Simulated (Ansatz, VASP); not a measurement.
# Al3Cu2 in VASP and in Ansatz

```
CELL_PARAMETERS angstrom
4.24949 0.00000 0.00000
-2.12474 3.68016 0.00000
0.00000 0.00000 5.18499
ATOMIC_POSITIONS crystal
Al 0.00000 0.00000 0.00000
Al 0.33333 0.66667 0.34993
Al 0.66667 0.33333 0.65007
Cu 0.33333 0.66667 0.83951
Cu 0.66667 0.33333 0.16049
```

Alike in both runs: task single point; functional PBEsol; k mesh 9 × 9 × 8; occupations gaussian, width 0.05 eV; no spin polarisation.

```csv
,VASP,Ansatz
version,VASP 6.6.1,Ansatz 0.2.0
potentials or method,"VASP PAW PBE potentials, release 64 (Al, Cu), cutoff 520 eV","scalar-relativistic, plane waves, PAW"
valence electrons in the cell,31,47
```

VASP gave:

| Quantity | Value |
| --- | --- |
| gap on the k mesh at the Fermi level (eV) | none |
| pressure (GPa) | -9.4 |
| traceless stress, the component that is largest in VASP (GPa) | 0.14 |
| rms of the force components (eV/Å) | 0.022 |

Problem. What did Ansatz give for the same quantities?

Solution. gap on the k mesh at the Fermi level (eV): none; pressure (GPa): -9.6; traceless stress, the component that is largest in VASP (GPa): 0.12; rms of the force components (eV/Å): 0.024.

VASP's potentials were made for PBE, not for PBEsol. Atom by atom the forces differ by 0.002 eV/Å (rms over components). A gap of «none» marks a metal or a gap that the smearing closes. The functional is the same, so the differences come from potentials, cutoffs and numerics. VASP's potentials hold 31 valence electrons a cell and Ansatz's 47, so a difference there can come from the potentials and not from the codes.
